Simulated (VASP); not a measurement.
A run of VASP 6.6.1 is set up as follows.

The input INCAR:

```
SYSTEM = CdS
ALGO = Normal
EDIFF = 1E-6
EDIFFG = -0.002
ENCUT = 600
IBRION = 2
ISIF = 3
ISMEAR = -1
LASPH = .True.
LCHARG = .False.
LREAL = .False.
LWAVE = .False.
NELM = 100
NSW = 100
PREC = Accurate
PSTRESS = 150.0
SIGMA = 0.08
```

KPOINTS

```
k-points
0
Gamma
  16 16 16
  0 0 0
```

Contents of POSCAR:

```
CdS
1.0
    0.0000000000      2.6697583852      2.6697583852
    2.6697583852      0.0000000000      2.6697583852
    2.6697583852      2.6697583852      0.0000000000
Cd S
1 1
Direct
    0.0000000000      0.0000000000      0.0000000000
    0.5000000000      0.5000000000      0.5000000000
```

Potentials or basis: VASP PAW LDA potentials, release 64 (Cd, S).

Run with:

```sh
$ cat potpaw_LDA.64/Cd/POTCAR potpaw_LDA.64/S/POTCAR > POTCAR
$ mpirun -np 1 vasp_std > vasp.out
```

**Question.** What does it give for the space group after relaxing (to 0.1 Å)?

**Answer.** Fm-3m (No. 225).

**Question.** Predict the band gap on the k mesh.

**Answer.** Zero (bands 9 and 10 overlap by 0.08 eV).

**Question.** Predict the relaxed cell.

**Answer.** a = 3.635 Å, b = 3.635 Å, c = 3.635 Å, α = 60.00°, β = 60.00°, γ = 60.00°.

Step by step:
```
step  energy change (eV)  largest force (eV/Å)  pressure (GPa)  volume (Å³)
   1              0.0000                0.0000            0.72        38.06
   2              0.9808                0.0000           45.43        29.46
   3              0.1704                0.0000           14.38        34.09
   4              0.1806                0.0000           14.91        33.98
   5              0.1880                0.0000           15.31        33.90
   6              0.1747                0.0000           14.62        34.04
   7              0.1824                0.0000           15.03        33.96
   8              0.1818                0.0000           14.98        33.96
   9              0.1821                0.0000           14.96        33.96
  10              0.1823                0.0000           14.97        33.96
  11              0.1833                0.0000           15.04        33.95
  12              0.1827                0.0000           15.02        33.95
  13              0.1825                0.0000           15.04        33.96
  14              0.1824                0.0000           15.02        33.96
  15              0.1823                0.0000           15.01        33.96
```

Caveat: the cell is relaxed towards a set pressure, so the run minimises the enthalpy, not the energy; semilocal functionals underestimate gaps, and a narrow one can read as zero.
